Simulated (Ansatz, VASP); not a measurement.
**Two plane-wave programs on Pt**

File INCAR:

```
SYSTEM = Pt
PREC = Accurate
ENCUT = 520
EDIFF = 1E-6
ISMEAR = 0
SIGMA = 0.15
LREAL = .False.
LASPH = .True.
NELM = 80
ALGO = Fast
ISIF = 2
LWAVE = .False.
LCHARG = .False.
GGA = PS
NBANDS = 11
```

The input KPOINTS:

```
regular mesh
0
Gamma
  26 26 26
  0 0 0
```

The input POSCAR:

```
Pt
1.0
    0.0000000000      2.0569818628      1.8610788282
    2.0569818628      0.0000000000      1.8610788282
    2.0569818628      2.0569818628      0.0000000000
Pt
1
Direct
    0.0000000000      0.0000000000      0.0000000000
```

Input for Ansatz:

```yaml
crystal:
  lattice:
    - [0.0, 2.0569818628, 1.8610788282]
    - [2.0569818628, 0.0, 1.8610788282]
    - [2.0569818628, 2.0569818628, 0.0]
  atoms:
    - { symbol: Pt, position: [0.0, 0.0, 0.0] }
basis:
  ecutwfc: 420
kpoints:
  mp_grid: { grid: [26, 26, 26] }
hamiltonian:
  xc: pbesol
scf:
  occupations: { method: gaussian, width: 0.15 }
output:
  forces: true
  stress: true
  eigenvalues: true
```

Change from the starting cell: strain +0.050 along x and y, -0.050 along z, atoms carried along.

Alike in both runs: task single point; functional PBEsol; k mesh 26 × 26 × 26; occupations gaussian, width 0.15 eV; no spin polarisation.

|  | VASP | Ansatz |
| --- | --- | --- |
| version | VASP 6.6.1 | Ansatz 0.2.0 |
| potentials or method | VASP PAW PBE potentials, release 64 (Pt), cutoff 520 eV | scalar-relativistic, plane waves, PAW |
| valence electrons in the cell | 10 | 18 |

```csv
,VASP,Ansatz,Ansatz less VASP
gap on the k mesh at the Fermi level (eV),none,none,-
pressure (GPa),-11.3,-10.9,+0.41
"traceless stress, the component that is largest in VASP (GPa)",3.53,3.54,+0.004
```

VASP's potentials were made for PBE, not for PBEsol. A gap of «none» marks a metal or a gap that the smearing closes. VASP's potentials hold 10 valence electrons a cell and Ansatz's 18, so a difference there can come from the potentials and not from the codes.

Neither program's run includes spin-orbit coupling.
